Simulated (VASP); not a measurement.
Runs of VASP 6.6.1 on Rb. The structure is that of space group Fd-3m (No. 227), or close to it. The cells are those of the table. This isn't the form of Rb at room conditions, which is bcc.

| task | cell | gap on the mesh (eV) | pressure (GPa) |
| --- | --- | --- | --- |
| single point | a = 4.204 Å, angles 60.0°, 2 atoms | none | 41.1 |
| single point | a = 7.307 Å, angles 60.0°, 2 atoms | none | 0.0 |
| single point | a = 4.509 Å, angles 60.0°, 2 atoms | none | 20.4 |
| single point | a = 4.021 Å, angles 60.0°, 2 atoms | none | (a) |
| relaxation of cell and atoms | relaxed to 20 GPa from a = 6.866 Å, angles 60.0°, 2 atoms | none | 20.0 |

Alike in all rows: level PBE; potentials or basis VASP PAW PBE potentials, release 64 (Rb_sv); no spin polarisation; k mesh 4 × 4 × 4; cutoff (eV) 500; smearing fermi-dirac 0.1 eV.

Estimate the missing entries.

(a) 61.9.

Caveats: some runs use coarse meshes; the cell is relaxed towards a set pressure, so the run minimises the enthalpy, not the energy (at least some runs).

A k mesh can miss the band edges, and the runs leave out spin-orbit coupling on Rb.

A gap of «none» marks levels without a gap at the run's occupations.
